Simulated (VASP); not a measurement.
Wanted: the native input for a VASP 6.6.1 run.

```yaml
Task: single point
Functional: PBEsol
Potentials_or_basis: VASP PAW PBE potentials, release 64 (As)
Cutoff: 520 eV
k_mesh: 5 × 5 × 4
Occupations: fermi-dirac, width 0.03 eV
Spin: no spin polarisation
Dipole_correction: no
Further_INCAR_settings: ALGO = Normal; EDIFF = 1e-06; NBANDS = 18
```

The structure of As lies in POSCAR:

```
As
1.0
    1.8250000000     -5.5000000000      0.0000000000
    1.8250000000      5.5000000000      0.0000000000
    0.0000000000      0.0000000000      4.4700000000
As
4
Direct
    0.3900000000      0.6100000000      0.5600000000
    0.8900000000      0.1100000000      0.9400000000
    0.6100000000      0.3900000000      0.4400000000
    0.1100000000      0.8900000000      0.0600000000
```

One way to write it, as run:

INCAR

```
PREC = Accurate
ENCUT = 520
EDIFF = 1E-6
ISMEAR = -1
SIGMA = 0.03
LREAL = False
LASPH = True
NELM = 80
ALGO = Normal
ISIF = 2
LWAVE = False
LCHARG = True
GGA = PS
LELF = True
LVHAR = True
NBANDS = 18
```

KPOINTS

```
regular mesh
0
Gamma
  5 5 4
```

Potentials or basis: VASP PAW PBE potentials, release 64 (As).

Command:

```bash
$ cat potpaw_PBE.64/As/POTCAR > POTCAR
$ mpirun -np 1 vasp_std > vasp.out
```

Results of the run:

| Property | Result |
| --- | --- |
| Pressure | 0.1 GPa |
| Largest force | 0.089 eV/Å |
| Band gap on the k mesh | zero (bands 10 and 11 overlap by 0.05 eV) |

Caveat: the k points lie up to 0.36 Å⁻¹ apart; the PAW data sets were made with another functional, which shifts forces and pressure a little.

Run time: 44 s on 1 thread of Intel(R) Xeon(R) Platinum 8375C CPU @ 2.90GHz (Ice Lake), with other jobs on the host, peak memory 0.27 GiB.
